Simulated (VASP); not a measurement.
# Al (I4/mmm) in VASP: notebook

Al is run at these levels: PBE+D3(BJ); tasks: single point.

Program: VASP 6.6.1. These are calculated values, not measurements. Logs are shortened: lines on timing, memory, paths and dates and some standing lists are left out, and cuts for length are marked.

**1. The cell of the first run**

The structure is tetragonal, space group I4/mmm (No. 139). Conventional cell: a = 2.930 Å, b = 2.930 Å, c = 3.286 Å, α = 90.00°, β = 90.00°, γ = 90.00°. Al (site symmetry 4/mmm) has 14 Al at 2.64 to 3.29 Å within 3.5 Å.

**2. Single point, PBE+D3(BJ) (14.10 Å³/atom)**

INCAR reads:

```
PREC = Accurate ; ENCUT = 520
EDIFF = 1E-6 ; ISMEAR = 0
SIGMA = 0.15 ; LREAL = False
LASPH = True ; NELM = 80
ALGO = Normal ; ISIF = 2
LWAVE = False ; LCHARG = False
GGA = PE ; IVDW = 12
NBANDS = 8
```

KPOINTS reads:

```
regular mesh
0
Gamma
  22 22 22
```

POSCAR reads:

```
Al
1.0
    0.0000000000      2.0715209813      1.6431304423
    2.0715209813      0.0000000000      1.6431304423
    2.0715209813      2.0715209813      0.0000000000
Al
1
Direct
    0.0000000000      0.0000000000      0.0000000000
```

Potentials or basis: VASP PAW PBE potentials, release 64 (Al).

Launch:

```console
$ cat potpaw_PBE.64/Al/POTCAR > POTCAR
$ mpirun -np 1 vasp_std > vasp.out
```

OUTCAR:

```text
PREC = Accurate
   ENCUT = 520
   EDIFF = 1E-6
   ISMEAR = 0
   LREAL = False
   LASPH = True
   NELM = 80
   ISIF = 2
   GGA = PE
   IVDW = 12
 IVDW          = 12

 ion  position               nearest neighbor table
   1  0.000  0.000  0.000-

  LATTYP: Found a body centered tetragonal cell.
 ALAT       =     2.9295730665
 C/A-ratio  =     1.1217541976

  Lattice vectors:

 A1 = (   0.0000000000,  -2.0715209813,  -1.6431304423)
 A2 = (   0.0000000000,   2.0715209813,  -1.6431304423)
 A3 = (   2.0715209813,   0.0000000000,   1.6431304423)

Analysis of symmetry for initial positions (statically):
=====================================================================
 Subroutine PRICEL returns:
 Original cell was already a primitive cell.

 Routine SETGRP: Setting up the symmetry group for a
 body centered tetragonal supercell.

 Subroutine GETGRP returns: Found 16 space group operations
 (whereof 16 operations were pure point group operations)
 out of a pool of 16 trial point group operations.

The static configuration has the point symmetry D_4h.

Analysis of symmetry for dynamics (positions and initial velocities):
=====================================================================
 Subroutine PRICEL returns:
 Original cell was already a primitive cell.

 Routine SETGRP: Setting up the symmetry group for a
 body centered tetragonal supercell.

 Subroutine GETGRP returns: Found 16 space group operations
 (whereof 16 operations were pure point group operations)
 out of a pool of 16 trial point group operations.

The dynamic configuration has the point symmetry D_4h.

 Subroutine INISYM returns: Found 16 space group operations
 (whereof 16 operations are pure point group operations),
 and found     1 'primitive' translations

----------------------------------------------------------------------------------------

                                     Primitive cell

  volume of cell :      14.1020

  direct lattice vectors                    reciprocal lattice vectors
     0.000000000  2.071520981  1.643130442    -0.241368542  0.241368542  0.304297204
     2.071520981  0.000000000  1.643130442     0.241368542 -0.241368542  0.304297204
     2.071520981  2.071520981  0.000000000     0.241368542  0.241368542 -0.304297204

  length of vectors
     2.644064452  2.644064452  2.929573066     0.457290209  0.457290209  0.457290209

[... 79 lines left out ...]
   LREAL  =      F    real-space projection
   EDIFFG = 0.1E-04   stopping-criterion for IOM
   NSW    =      0    number of steps for IOM
   IBRION =     -1    ionic relax: 0-MD 1-quasi-New 2-CG
   NFREE  =      0    steps in history (QN), initial steepest desc. (CG)
   ISIF   =      2    stress and relaxation
   ISYM   =      2    0-nonsym 1-usesym 2-fastsym
   POTIM  = 0.5000    time-step for ionic-motion
   TEBEG  =    0.0;   TEEND  =   0.0 temperature during run
   PSTRESS=    0.0 pullay stress
   NELECT =       3.0000    total number of electrons
   NUPDOWN=      -1.0000    fix difference up-down
   EMIN   =  10.00;   EMAX   =-10.00  energy-range for DOS
   EFERMI =   0.00;   METHOD = LEGACY
   ISMEAR =     0;   SIGMA  =   0.15  broadening in eV -4-tet -1-fermi 0-gaus
   EFERMI_NEDOS =   21; number of points for ismear=-14 and -15
   IALGO  =     38    algorithm
   IMIX   =      4    mixing-type and parameters
     AMIX     =   0.40;   BMIX     =  1.00
     AMIX_MAG =   1.60;   BMIX_MAG =  1.00
  volume/ion in A,a.u.               =      14.10        95.16
  Fermi-wavevector in a.u.,A,eV,Ry     =   0.977286  1.846803 12.994760  0.955088
  Thomas-Fermi vector in A             =   2.107971
   LORBIT       =      0    0 simple, 1 ext, 2 COOP (PROOUT), +10 PAW based schemes
   GGA     = PE    functional components
   LHFCALC =     F    Hartree Fock is set to
   AEXX    =    0.0000 exact exchange contribution
   IVDW    =    12    specifies the selected vdW correction
   LEPSILON=     F    determine dielectric tensor
   LRPA    =     F    only Hartree local field effects (RPA)
 non-spin polarized calculation
 Gauss-broadening in eV      SIGMA  =   0.15
  energy-cutoff  :      520.00
  volume of cell :       14.10
 maximum number of plane-waves:       398
   NGX =  9   NGY =  9   NGZ = 11

 number of electron       3.0000000 magnetization

 Free energy of the ion-electron system (eV)
  ---------------------------------------------------
  ext. energy  EPLUGINS =         0.00000000
  ---------------------------------------------------
  free energy    TOTEN  =        -3.53490617 eV

  energy without entropy =       -3.53086129  energy(sigma->0) =       -3.53288373

 E-fermi :   9.7448     XC(G=0): -10.7828

 val. band max:        9.7426600722   @ k =   0.5000  -0.0000   0.3182
 cond. band min:       9.7457481369   @ k =  -0.4091   0.1818   0.3636
 fundamental gap:      0.0030880646
 Fermi energy:         9.7447629731

 k-point     1 :       0.0000    0.0000    0.0000
  band No.  band energies     occupation
      1      -2.5215      2.00000
      2      23.2730      0.00000
      3      23.2730      0.00000
      4      25.6759      0.00000
      5      26.1191      0.00000
      6      26.1874      0.00000
      7      26.7576      0.00000
      8      26.7576      0.00000
[... 243 lines left out ...]
 k-point    24 :      -0.4545    0.0455    0.0000
  band No.  band energies     occupation
      1       3.8779      2.00000
      2       6.3517      2.00000
      3      18.7489      0.00000
      4      21.0275      0.00000
      5      21.3481      0.00000
      6      23.4586      0.00000
      7      28.0087      0.00000
      8      33.7132      0.00000

 [... further k-points ...]

------------------------ aborting loop because EDIFF is reached ----------------------------------------

 Edisp (eV)   -0.39577

 E8    (eV) :    -0.1773

  FORCE on cell =-STRESS in cart. coord.  units (eV):
  Direction    XX          YY          ZZ          XY          YZ          ZX
  --------------------------------------------------------------------------------------
  -------------------------------------------------------------------------------------
  Total       1.01563     1.01563     1.64827     0.00000     0.00000     0.00000
  in kB     115.38895   115.38895   187.26608     0.00000     0.00000     0.00000
  external pressure =      139.35 kB  Pullay stress =        0.00 kB

 VOLUME and BASIS-vectors are now :
 -----------------------------------------------------------------------------
  energy-cutoff  :      520.00
  volume of cell :       14.10
      direct lattice vectors                 reciprocal lattice vectors
     0.000000000  2.071520981  1.643130442    -0.241368542  0.241368542  0.304297204
     2.071520981  0.000000000  1.643130442     0.241368542 -0.241368542  0.304297204
     2.071520981  2.071520981  0.000000000     0.241368542  0.241368542 -0.304297204

 POSITION                                       TOTAL-FORCE (eV/Angst)
 -----------------------------------------------------------------------------------
      0.00000      0.00000      0.00000        -0.000000      0.000000      0.000000
 -----------------------------------------------------------------------------------
    total drift:                                0.000000      0.000000      0.000000

  FREE ENERGIE OF THE ION-ELECTRON SYSTEM (eV)
  ---------------------------------------------------
  free  energy   TOTEN  =        -3.9306719725 eV

  energy  without entropy=       -3.9266270967  energy(sigma->0) =       -3.92864953
```

OSZICAR:

```text
N       E                     dE             d eps       ncg     rms          rms(c)
DAV:   1    -0.197809153972E+01   -0.19781E+01   -0.92699E+02 13392   0.211E+02
DAV:   2    -0.355717240352E+01   -0.15791E+01   -0.15293E+01 18936   0.204E+01
DAV:   3    -0.356440034417E+01   -0.72279E-02   -0.72215E-02 16320   0.151E+00
DAV:   4    -0.356442033414E+01   -0.19990E-04   -0.19990E-04 20568   0.700E-02
DAV:   5    -0.356442039681E+01   -0.62678E-07   -0.61866E-07 16720   0.226E-03    0.157E+00
DAV:   6    -0.354700170506E+01    0.17419E-01   -0.13438E-03 15760   0.166E-01    0.908E-01
DAV:   7    -0.353491399249E+01    0.12088E-01   -0.41825E-03 16160   0.274E-01    0.178E-01
DAV:   8    -0.353490773786E+01    0.62546E-05   -0.17479E-05 18640   0.287E-02    0.500E-02
DAV:   9    -0.353490626132E+01    0.14765E-05   -0.47558E-07 17264   0.381E-03    0.731E-04
DAV:  10    -0.353490616511E+01    0.96201E-07   -0.40017E-09 10584   0.467E-04
   1 F= -.39306720E+01 E0= -.39286495E+01  d E =-.404488E-02
```

stdout:

```text
POSCAR found type information on POSCAR Al
 POSCAR found :  1 types and       1 ions
 scaLAPACK will be used
 LDA part: xc-table for (Slater+PW92), standard interpolation
 POSCAR, INCAR and KPOINTS ok, starting setup
 FFT: planning ... GRIDC
 FFT: planning ... GRID_SOFT
 FFT: planning ... GRID
 WAVECAR not read
 entering main loop
```

It took 32 s on 1 thread of Intel Xeon Platinum 8559C (Emerald Rapids), shared host; peak memory 0.2 GiB.

Results:

| Quantity | Value |
| --- | --- |
| Free energy | -3.9307 eV |
| Pressure | 13.9 GPa |
| Band gap on the k mesh | zero (an odd number of electrons rules out a gap without spin polarisation) |
| Dispersion energy per atom | -0.396 eV |

Levels at points of the mesh, in eV from the Fermi level:
| k point | band 1 | band 2 | band 3 | band 4 | band 5 | band 6 |
| --- | --- | --- | --- | --- | --- | --- |
| (0.00, 0.00, 0.00) | -12.27 | 13.53 | 13.53 | 15.93 | 16.37 | 16.44 |
| (0.50, 0.00, 0.00) | -5.10 | -4.36 | 9.65 | 10.45 | 12.20 | 13.17 |
| (0.50, 0.50, 0.00) | -0.03 | 1.55 | 3.44 | 3.44 | 3.47 | 8.20 |
| (0.50, 0.00, 0.50) | -4.45 | -3.28 | 7.10 | 8.01 | 9.26 | 12.14 |

Caveat: the cell stands under pressure.

[end of part 1 of 2]
